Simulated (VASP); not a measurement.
Write the native input for VASP 6.6.1 that does the following.

| Property | Result |
| --- | --- |
| Task | single point |
| Functional | LDA |
| Potentials or basis | VASP PAW LDA potentials, release 64 (Pb_d, Se) |
| Cutoff | 520 eV |
| k mesh | 10 × 10 × 10 |
| Occupations | gaussian, width 0.02 eV |
| Spin | no spin polarisation |
| Dipole correction | no |
| Further INCAR settings | ALGO = Normal; EDIFF = 1e-06; NBANDS = 17 |

The structure of PbSe lies in POSCAR:

```
PbSe
1.0
    0.0000000000      3.3981000000      3.3981000000
    3.3981000000      0.0000000000      3.3981000000
    3.3981000000      3.3981000000      0.0000000000
Pb Se
1 1
Direct
    0.0000000000      0.0000000000      0.0000000000
    0.2500000000      0.2500000000      0.2500000000
```

This cell differs from its parent crystal: volume scaled by 1.042 of the coarse rest volume.

One way to write it, as run:

INCAR

```
PREC = Accurate
ENCUT = 520
EDIFF = 1E-6
ISMEAR = 0
SIGMA = 0.02
LREAL = F
LASPH = T
NELM = 80
ALGO = Normal
ISIF = 2
LWAVE = F
LCHARG = T
LELF = T
LVHAR = T
NBANDS = 17
```

KPOINTS

```
Automatic mesh
0
Gamma
  10 10 10
```

Potentials or basis: VASP PAW LDA potentials, release 64 (Pb_d, Se).

Launch:

```bash
$ cat potpaw_LDA.64/Pb_d/POTCAR potpaw_LDA.64/Se/POTCAR > POTCAR
$ mpirun -np 1 vasp_std > vasp.out
```

Results of the run:

```json
{
 "Pressure": "-1.3 GPa",
 "Band gap on the k mesh": "0.45 eV, indirect (least direct gap 0.98 eV)"
}
```

Caveat: spin-orbit coupling is left out, which moves the levels of the heavy elements.

Run time: 39 s on 1 thread of Intel(R) Xeon(R) Platinum 8259CL CPU @ 2.50GHz (Skylake/Cascade Lake), with other jobs on the host, peak memory 0.21 GiB.
